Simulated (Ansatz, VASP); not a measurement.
SnSe: VASP beside Ansatz

```xyz
4
Lattice="4.2853 0.0000 0.0000 0.0000 4.2853 0.0803 0.0000 0.2061 10.9907" Properties=species:S:1:pos:R:3 pbc="T T T"
Sn    2.1427    0.0767    4.0911
Sn    0.0000    2.2720    6.9398
Se    2.1427    0.1270    6.7707
Se    0.0000    2.2218    4.2602
```

Change from the starting cell: strain +0.0375 x Voigt [0, 0, 0, 1, 0, 0], atoms carried along.

Alike in both runs: task single point; functional r2SCAN; k mesh 6 × 6 × 4; occupations gaussian, width 0.05 eV; no spin polarisation.

|  | VASP | Ansatz |
| --- | --- | --- |
| version | VASP 6.6.1 | Ansatz 0.2.0 |
| potentials or method | VASP PAW PBE potentials, release 64 (Sn_d, Se), cutoff 520 eV | scalar-relativistic, plane waves, PAW |
| valence electrons in the cell | 40 | 60 |

Ansatz gave:

- gap on the k mesh at the Fermi level (eV): 1.77
- least direct gap on the mesh (eV): 1.77
- rms of the force components (eV/Å): 0.054

**Question.** What did VASP give for the same quantities?

**Answer.** gap on the k mesh at the Fermi level (eV): 1.76; least direct gap on the mesh (eV): 1.76; rms of the force components (eV/Å): 0.055.

VASP's potentials were made for PBE, not for r2SCAN. Atom by atom the forces differ by 0.008 eV/Å (rms over components). VASP's potentials hold 40 valence electrons a cell and Ansatz's 60, so a difference there can come from the potentials and not from the codes.
